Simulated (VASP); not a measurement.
Input of a VASP 6.6.1 run:

INCAR

```
SYSTEM = LiF
PREC     = Accurate       ! precision mode
ENCUT    = 520            ! plane-wave cutoff, eV
EDIFF    = 1E-7           ! SCF threshold, eV
ISMEAR   = 0              ! smearing method
SIGMA    = 0.05           ! smearing width, eV
LREAL    = .False.        ! projectors in reciprocal space
LASPH    = .True.         ! aspherical terms in the spheres
NELM     = 100            ! most SCF steps
ALGO     = Normal         ! electronic algorithm
ISIF     = 2              ! what is computed and relaxed
LWAVE    = .False.        ! write WAVECAR
LCHARG   = .True.         ! write CHGCAR
GGA      = PE             ! functional
LELF     = .True.         ! ELF
LVHAR    = .True.       
NBANDS   = 18             ! bands
```

File KPOINTS:

```
regular mesh
0
Gamma
  9 9 6
  0 0 0
```

The input POSCAR:

```
LiF
1.0
    3.3510811845      0.0000000000      0.0000000000
   -1.6755405922      2.9021214359      0.0000000000
    0.0000000000      0.0000000000      4.9475362607
Li F
2 2
Direct
    0.3333333333      0.6666666667      0.3810713234
    0.6666666667      0.3333333333      0.8810713234
    0.3333333333      0.6666666667      0.9939266766
    0.6666666667      0.3333333333      0.4939266766
```

Potentials or basis: VASP PAW PBE potentials, release 64 (Li_sv, F).

The run is started by

```sh
$ cat potpaw_PBE.64/Li_sv/POTCAR potpaw_PBE.64/F/POTCAR > POTCAR
$ mpirun -np 1 vasp_std > vasp.out
```

(1) Predict the band gap on the k mesh.

(2) Estimate the largest force.

Results:

(1) 6.84 eV, direct.

(2) 0.078 eV/Å.
